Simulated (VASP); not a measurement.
# Ti in VASP: further runs, part 2 of 2

VASP 6.6.1. Earlier steps stand in the parts before.

**4. Single point, PBE (strained)**

INCAR

```
SYSTEM = Ti
PREC = Accurate
ENCUT = 520
EDIFF = 1E-6
ISMEAR = 0
SIGMA = 0.1
LREAL = .FALSE.
LASPH = .TRUE.
NELM = 80
ALGO = Normal
ISIF = 2
LWAVE = .FALSE.
LCHARG = .TRUE.
GGA = PE
LELF = .TRUE.
LVHAR = .TRUE.
NBANDS = 12
```

KPOINTS

```
regular mesh
0
G
  16 16 16
  0 0 0
```

POSCAR

```
Ti
1.0
   -1.6089348600      1.6581648600      1.6581648600
    1.6089348600     -1.6581648600      1.6581648600
    1.6089348600      1.6581648600     -1.6581648600
Ti
1
Direct
    0.0000000000      0.0000000000      0.0000000000
```

Potentials or basis: VASP PAW PBE potentials, release 64 (Ti_sv).

The run is started by

```console
cat potpaw_PBE.64/Ti_sv/POTCAR > POTCAR
mpirun -np 1 vasp_std > vasp.out
```

OUTCAR:

```text
SYSTEM = Ti
   PREC = Accurate
   ENCUT = 520
   EDIFF = 1E-6
   ISMEAR = 0
   LREAL = .FALSE.
   LASPH = .TRUE.
   NELM = 80
   ISIF = 2
   GGA = PE

 ion  position               nearest neighbor table
   1  0.000  0.000  0.000-

  LATTYP: Found a body centered tetragonal cell.
 ALAT       =     3.3163297200
 C/A-ratio  =     0.9703105516

  Lattice vectors:

 A1 = (  -1.6089348600,   1.6581648600,  -1.6581648600)
 A2 = (  -1.6089348600,  -1.6581648600,   1.6581648600)
 A3 = (   1.6089348600,   1.6581648600,   1.6581648600)

Analysis of symmetry for initial positions (statically):
=====================================================================
 Subroutine PRICEL returns:
 Original cell was already a primitive cell.

 Routine SETGRP: Setting up the symmetry group for a
 body centered tetragonal supercell.

 Subroutine GETGRP returns: Found 16 space group operations
 (whereof 16 operations were pure point group operations)
 out of a pool of 16 trial point group operations.

The static configuration has the point symmetry D_4h.

Analysis of symmetry for dynamics (positions and initial velocities):
=====================================================================
 Subroutine PRICEL returns:
 Original cell was already a primitive cell.

 Routine SETGRP: Setting up the symmetry group for a
 body centered tetragonal supercell.

 Subroutine GETGRP returns: Found 16 space group operations
 (whereof 16 operations were pure point group operations)
 out of a pool of 16 trial point group operations.

The dynamic configuration has the point symmetry D_4h.

 Subroutine INISYM returns: Found 16 space group operations
 (whereof 16 operations are pure point group operations),
 and found     1 'primitive' translations

----------------------------------------------------------------------------------------

                                     Primitive cell

  volume of cell :      17.6951

  direct lattice vectors                    reciprocal lattice vectors
    -1.608934860  1.658164860  1.658164860     0.000000000  0.301538172  0.301538172
[... 114 lines left out ...]
   LRPA    =     F    only Hartree local field effects (RPA)
 non-spin polarized calculation
 Gauss-broadening in eV      SIGMA  =   0.10
  energy-cutoff  :      520.00
  volume of cell :       17.70
 maximum number of plane-waves:       488
 NGX is ok and might be reduce to    24
   NGX = 11   NGY = 11   NGZ = 11

 number of electron      12.0000000 magnetization

 Free energy of the ion-electron system (eV)
  ---------------------------------------------------
  ext. energy  EPLUGINS =         0.00000000
  ---------------------------------------------------
  free energy    TOTEN  =        -7.72714492 eV

  energy without entropy =       -7.71568733  energy(sigma->0) =       -7.72141613

 E-fermi :   7.8996     XC(G=0): -11.4065

 val. band max:        7.8984271501   @ k =   0.4375  -0.1250   0.0625
 cond. band min:       7.9009615311   @ k =   0.4375  -0.4375   0.1250
 fundamental gap:      0.0025343810
 Fermi energy:         7.8996266767

 k-point     1 :       0.0000    0.0000    0.0000
  band No.  band energies     occupation
      1     -48.6758      2.00000
      2     -24.5542      2.00000
      3     -24.5527      2.00000
      4     -24.5527      2.00000
      5       1.9815      2.00000
      6       8.7261      0.00000
      7       8.9406      0.00000
      8       8.9406      0.00000
      9      10.4493      0.00000
     10      10.6997      0.00000
     11      24.9957      0.00000
     12      24.9957      0.00000
[... 331 lines left out ...]
 k-point    24 :       0.3750    0.1250    0.0000
  band No.  band energies     occupation
      1     -48.5562      2.00000
      2     -25.1359      2.00000
      3     -24.7681      2.00000
      4     -24.5808      2.00000
      5       5.7491      2.00000
      6       7.7024      1.99472
      7       8.1818      0.00007
      8      10.3611      0.00000
      9      10.9583      0.00000
     10      12.4283      0.00000
     11      16.7520      0.00000
     12      20.9151      0.00000

 [... further k-points ...]

------------------------ aborting loop because EDIFF is reached ----------------------------------------

  FORCE on cell =-STRESS in cart. coord.  units (eV):
  Direction    XX          YY          ZZ          XY          YZ          ZX
  --------------------------------------------------------------------------------------
  -------------------------------------------------------------------------------------
  Total       -0.3715068     -0.2829750     -0.2829750      0.0000000      0.0000000      0.0000000
  in kB      -33.6374850    -25.6215141    -25.6215141      0.0000000      0.0000000      0.0000000
  external PRESSURE =     -28.2935044 kB  Pullay stress =       0.0000000 kB

 VOLUME and BASIS-vectors are now :
 -----------------------------------------------------------------------------
  energy-cutoff  :      520.00
  volume of cell :       17.70
      direct lattice vectors                 reciprocal lattice vectors
    -1.608934860  1.658164860  1.658164860     0.000000000  0.301538172  0.301538172
     1.608934860 -1.658164860  1.658164860     0.310764601  0.000000000  0.301538172
     1.608934860  1.658164860 -1.658164860     0.310764601  0.301538172  0.000000000

 POSITION                                       TOTAL-FORCE (eV/Angst)
 -----------------------------------------------------------------------------------
      0.00000      0.00000      0.00000         0.000000      0.000000      0.000000
 -----------------------------------------------------------------------------------
    total drift:                                0.000000      0.000000      0.000000

  FREE ENERGIE OF THE ION-ELECTRON SYSTEM (eV)
  ---------------------------------------------------
  free  energy   TOTEN  =        -7.7271449211 eV

  energy  without entropy=       -7.7156873311  energy(sigma->0) =       -7.72141613
```

Run time: 30 s. Hardware: 1 thread of Intel Xeon 6975P-C (Granite Rapids), shared host; peak memory 0.19 GiB.

What came out:

* Free energy: -7.7271 eV
* Pressure: -2.8 GPa
* Band gap on the k mesh: zero (band 6 reaches 8.84 eV, above the bottom of band 7 at 7.31 eV)

Caveat: the cell differs from its parent crystal (strained).

**5. Single point, PBE**

This run uses another cell than the first one, of 11.12 Å³/atom, 0.649 times its volume.

INCAR

```
SYSTEM = Ti
  ALGO = Normal
  EDIFF = 1E-6
  ENCUT = 520
  GGA = PE
  ISIF = 2
  ISMEAR = 0
  LASPH = .TRUE.
  LCHARG = .TRUE.
  LELF = .TRUE.
  LREAL = .FALSE.
  LVHAR = .TRUE.
  LWAVE = .FALSE.
  NBANDS = 12
  NELM = 80
  PREC = Accurate
  SIGMA = 0.1
```

KPOINTS

```
k-points
0
G
  20 20 20
  0 0 0
```

POSCAR

```
Ti
1.0
   -1.4062093259      1.4062093259      1.4062093259
    1.4062093259     -1.4062093259      1.4062093259
    1.4062093259      1.4062093259     -1.4062093259
Ti
1
Direct
    0.0000000000      0.0000000000      0.0000000000
```

Potentials or basis: VASP PAW PBE potentials, release 64 (Ti_sv).

The run is started by

```console
cat potpaw_PBE.64/Ti_sv/POTCAR > POTCAR
mpirun -np 1 vasp_std > vasp.out
```

OUTCAR:

```text
SYSTEM = Ti
   EDIFF = 1E-6
   ENCUT = 520
   GGA = PE
   ISIF = 2
   ISMEAR = 0
   LASPH = .TRUE.
   LREAL = .FALSE.
   NELM = 80
   PREC = Accurate

 ion  position               nearest neighbor table
   1  0.000  0.000  0.000-

  LATTYP: Found a body centered cubic cell.
 ALAT       =     2.8124186518

  Lattice vectors:

 A1 = (  -1.4062093259,   1.4062093259,   1.4062093259)
 A2 = (   1.4062093259,  -1.4062093259,   1.4062093259)
[... 537 lines left out ...]
     10      18.8672      0.00000
     11      32.1942      0.00000
     12      32.6721      0.00000

 [... further k-points ...]

------------------------ aborting loop because EDIFF is reached ----------------------------------------

  FORCE on cell =-STRESS in cart. coord.  units (eV):
  Direction    XX          YY          ZZ          XY          YZ          ZX
  --------------------------------------------------------------------------------------
  -------------------------------------------------------------------------------------
  Total        6.1797101      6.1797101      6.1797101      0.0000000      0.0000000      0.0000000
  in kB      890.1614321    890.1614321    890.1614321      0.0000000      0.0000000      0.0000000
  external PRESSURE =     890.1614321 kB  Pullay stress =       0.0000000 kB

 VOLUME and BASIS-vectors are now :
 -----------------------------------------------------------------------------
  energy-cutoff  :      520.00
  volume of cell :       11.12
      direct lattice vectors                 reciprocal lattice vectors
    -1.406209326  1.406209326  1.406209326     0.000000000  0.355565840  0.355565840
     1.406209326 -1.406209326  1.406209326     0.355565840  0.000000000  0.355565840
     1.406209326  1.406209326 -1.406209326     0.355565840  0.355565840  0.000000000

 POSITION                                       TOTAL-FORCE (eV/Angst)
 -----------------------------------------------------------------------------------
      0.00000      0.00000      0.00000        -0.000000      0.000000     -0.000000
 -----------------------------------------------------------------------------------
    total drift:                                0.000000     -0.000000      0.000000

  FREE ENERGIE OF THE ION-ELECTRON SYSTEM (eV)
  ---------------------------------------------------
  free  energy   TOTEN  =        -6.4558351576 eV

  energy  without entropy=       -6.4514617598  energy(sigma->0) =       -6.45364846
```

Wall time 11 s (1 thread of Intel Xeon 6975P-C (Granite Rapids), shared host); peak memory 0.14 GiB.

What came out:

- Free energy: -6.4558 eV
- Pressure: 89.0 GPa
- Band gap on the k mesh: zero (band 6 reaches 14.85 eV, above the bottom of band 7 at 12.68 eV)

Levels at points of the mesh, in eV from the Fermi level:
| k point | band 2 | band 3 | band 4 | band 5 | band 6 | band 7 | band 8 | band 9 | band 10 | band 11 |
| --- | --- | --- | --- | --- | --- | --- | --- | --- | --- | --- |
| (0.00, 0.00, 0.00) | -30.84 | -30.84 | -30.84 | -6.41 | 1.19 | 1.19 | 1.19 | 4.15 | 4.15 | 20.70 |
| (0.50, 0.00, 0.00) | -33.38 | -31.57 | -30.89 | -3.89 | -1.25 | 3.59 | 4.33 | 4.90 | 7.12 | 14.93 |
| (0.50, 0.50, 0.50) | -32.47 | -32.47 | -32.47 | -4.26 | -4.26 | 6.44 | 6.44 | 6.44 | 13.14 | 13.14 |

**6. Single point, PBE**

This run uses another cell than the first one, of 15.67 Å³/atom, 0.915 times its volume.

INCAR

```
SYSTEM = Ti
ALGO = Fast
EDIFF = 1E-6
ENCUT = 520
GGA = PE
ISIF = 2
ISMEAR = 0
LASPH = .True.
LCHARG = .False.
LREAL = .False.
LWAVE = .False.
NBANDS = 12
NELM = 100
PREC = Accurate
SIGMA = 0.1
```

KPOINTS

```
k-points
0
Gamma
  18 18 18
  0 0 0
```

POSCAR

```
Ti
1.0
   -1.5763928872      1.5763928872      1.5763928872
    1.5763928872     -1.5763928872      1.5763928872
    1.5763928872      1.5763928872     -1.5763928872
Ti
1
Direct
    0.0000000000      0.0000000000      0.0000000000
```

Potentials or basis: VASP PAW PBE potentials, release 64 (Ti_sv).

The run is started by

```console
cat potpaw_PBE.64/Ti_sv/POTCAR > POTCAR
mpirun -np 1 vasp_std > vasp.out
```

Wall time 20 s (1 thread of Intel Xeon 6975P-C (Granite Rapids), shared host); peak memory 0.14 GiB.

Results (log left out):

```
Free energy            : -7.6776 eV
Pressure               : 11.6 GPa
Band gap on the k mesh : zero (band 6 reaches 10.28 eV, above the bottom of band 7 at 8.59 eV)
```

Levels at points of the mesh, in eV from the Fermi level:
```tsv
k point	band 4	band 5	band 6	band 7	band 8	band 9
(0.00, 0.00, 0.00)	-32.05	-6.16	1.08	1.08	1.08	3.07
(0.50, 0.00, 0.00)	-32.06	-2.72	-0.51	1.50	3.08	3.48
(0.50, 0.50, 0.50)	-32.68	-2.47	-2.47	4.44	4.44	4.44
```

**7. Summary**

```tsv
level	cell	k mesh	gap on the mesh (eV)	pressure (GPa)
r2SCAN	a = 2.813 Å, angles 109.5°, 1 atom	18 × 18 × 18	none	0.7
PBE	a = 2.782 Å, angles 112.8, 107.8, 107.8°, 1 atom	16 × 16 × 16	none	4.7
PBE	a = 2.844 Å, angles 111.1, 108.7, 108.7°, 1 atom	16 × 16 × 16	none	-2.8
PBE	a = 2.436 Å, angles 109.5°, 1 atom	20 × 20 × 20	none	89.0
PBE	a = 2.730 Å, angles 109.5°, 1 atom	18 × 18 × 18	none	11.6
```

Alike in all rows: task single point; potentials or basis VASP PAW PBE potentials, release 64 (Ti_sv); no spin polarisation; cutoff (eV) 520; smearing gaussian 0.1 eV.

Caveats: the PAW data sets were made with another functional, which shifts forces and pressure a little (some runs).

Total energies depend on the potentials used, so only differences within one code and one set of settings carry meaning.
